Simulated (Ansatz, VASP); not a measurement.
Ti in VASP and in Ansatz

```
Ti
1.0
     2.95000    0.00000    0.00000
    -1.47500    2.55477    0.00000
     0.00000    0.00000    4.54542
Ti
2
Cartesian
  0.0000 1.7032 1.1364
  1.4750 0.8516 3.4091
```

Change from the starting cell: zz strain of -3 %, PAW files.

Alike in both runs: task electric field gradients; functional PBEsol; k mesh 13 × 13 × 7; occupations fermi-dirac, width 0.08 eV; no spin polarisation.

|  | VASP | Ansatz |
| --- | --- | --- |
| version | VASP 6.6.1 | Ansatz 0.2.0 |
| potentials or method | VASP PAW PBE potentials, release 64 (Ti_sv) | PAW with Ansatz's default frozen-core files, scalar-relativistic |
| plane-wave cutoff (eV) | 520 | 420 |
| valence electrons in the cell | 24 | 24 |

```tsv
	VASP	Ansatz	Ansatz less VASP
pressure (GPa)	-2.8	-2.6	+0.26
traceless stress, the component that is largest in VASP (GPa)	1.93	1.94	+0.012
size of Vzz on the site where it differs most (V/Å²)	23.7	25.9	+2.20
```

VASP's potentials were made for PBE, not for PBEsol.
